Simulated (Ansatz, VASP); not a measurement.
One calculation of Si2Mo, two programs

```
Si Mo
1.0
     0.00000    0.00000   -7.87302
     4.82527    4.82527   -3.93651
     4.82527   -4.82527   -3.93651
Si Mo
18 9
Direct
  0.33157 0.00000 0.66667
  0.99823 0.00000 0.33333
  0.33157 0.33333 0.33333
  0.66490 0.33333 0.66667
  0.99823 0.66667 0.66667
  0.66490 0.00000 0.00000
  0.99823 0.33333 0.00000
  0.33157 0.66667 0.00000
  0.66490 0.66667 0.33333
  0.00177 0.00000 0.66667
  0.66843 0.00000 0.33333
  0.00177 0.33333 0.33333
  0.33510 0.33333 0.66667
  0.66843 0.66667 0.66667
  0.33510 0.00000 0.00000
  0.66843 0.33333 0.00000
  0.00177 0.66667 0.00000
  0.33510 0.66667 0.33333
  0.00000 0.33333 0.66667
  0.66667 0.33333 0.33333
  0.00000 0.66667 0.33333
  0.33333 0.66667 0.66667
  0.66667 0.00000 0.66667
  0.33333 0.33333 0.00000
  0.66667 0.66667 0.00000
  0.00000 0.00000 0.00000
  0.33333 0.00000 0.33333
```

Alike in both runs: task single point; functional PBE; k mesh 4 × 4 × 4; occupations gaussian, width 0.1 eV; no spin polarisation.

```csv
,VASP,Ansatz
version,VASP 6.6.1,Ansatz 0.2.0
potentials or method,"VASP PAW PBE potentials, release 64 (Si, Mo_sv), cutoff 520 eV","scalar-relativistic, plane waves, PAW"
valence electrons in the cell,198,198
```

```csv
,VASP,Ansatz,Ansatz less VASP
gap on the k mesh at the Fermi level (eV),none,none,-
pressure (GPa),0.2,0.0,-0.16
"traceless stress, the component that is largest in VASP (GPa)",0.07,0.08,+0.012
rms of the force components (eV/Å),0.009,0.008,-0.0009
```

Atom by atom the forces differ by 0.001 eV/Å (rms over components). A gap of «none» marks a metal or a gap that the smearing closes.
